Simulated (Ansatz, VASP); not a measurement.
Two plane-wave programs on TiSi2

```
Ti Si
1.0
     1.77371   -6.78124    0.00000
     1.77371    6.78124    0.00000
     0.00000    0.00000    3.57912
Ti Si
2 4
Direct
  0.89680 0.10320 0.75000
  0.10320 0.89680 0.25000
  0.55913 0.44087 0.75000
  0.44087 0.55913 0.25000
  0.24983 0.75017 0.75000
  0.75017 0.24983 0.25000
```

Alike in both runs: functional PBE; k mesh 10 × 10 × 10; occupations gaussian, width 0.1 eV; no spin polarisation.

Ansatz relaxed the structure, and its values are those at the end. VASP's run is a single point on that final structure, the one shown.

|  | VASP | Ansatz |
| --- | --- | --- |
| version | VASP 6.6.1 | Ansatz 0.2.0 |
| potentials or method | VASP PAW PBE potentials, release 64 (Ti_sv, Si), cutoff 520 eV | scalar-relativistic, plane waves, PAW |
| valence electrons in the cell | 40 | 40 |

```csv
,VASP,Ansatz,Ansatz less VASP
gap on the k mesh at the Fermi level (eV),none,none,-
pressure (GPa),0.0,0.0,0.00
rms of the force components (eV/Å),0.003,0.000,-0.0030
```

A gap of «none» marks a metal or a gap that the smearing closes.
